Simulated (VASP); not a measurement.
Runs of VASP 6.6.1 on Nb. The structure is that of space group I4/mmm (No. 139), or close to it. The cells are those of the table. 

```csv
cell,further INCAR settings,gap on the mesh (eV),pressure (GPa)
"a = 2.993, b = 2.993, c = 3.111 Å, angles 58.7, 58.7, 62.6°, 1 atom",ALGO = Fast; EDIFF = 1e-07; NBANDS = 12,none,-13.3
"a = 3.001, b = 3.001, c = 2.752 Å, angles 62.7, 62.7, 54.6°, 1 atom",ALGO = Fast; EDIFF = 1e-07; NBANDS = 12,none,6.0
"a = 2.937, b = 2.937, c = 3.111 Å, angles 58.0, 58.0, 64.0°, 1 atom",ALGO = Fast; EDIFF = 1e-06; NBANDS = 12,none,(a)
"a = 2.874, b = 2.874, c = 2.991 Å, angles 58.6, 58.6, 62.7°, 1 atom",ALGO = Fast; EDIFF = 1e-06; NBANDS = 12,none,6.0
"a = 3.056, b = 3.056, c = 2.871 Å, angles 62.0, 62.0, 56.0°, 1 atom",ALGO = Fast; EDIFF = 1e-06; NBANDS = 12,none,-8.1
```

Alike in all rows: task single point; level PBEsol; potentials or basis VASP PAW PBE potentials, release 64 (Nb_sv); no spin polarisation; k mesh 20 × 20 × 20; cutoff (eV) 520; smearing gaussian 0.15 eV.

**Question.** Fill in the values left out.

**Answer.** (a) -8.6.

Caveats: the PAW data sets were made with another functional, which shifts forces and pressure a little; the stress differs along the axes, from -23 to -9 GPa (at least some runs); the stress differs along the axes, from 1 to 15 GPa (at least some runs); the stress differs along the axes, from -21 to -2 GPa (at least some runs); the stress differs along the axes, from -8 to 13 GPa (at least some runs); the stress differs along the axes, from -13 to 1 GPa (at least some runs).

A k mesh can miss the band edges, and the runs leave out spin-orbit coupling on Nb.

A gap of «none» marks levels without a gap at the run's occupations.
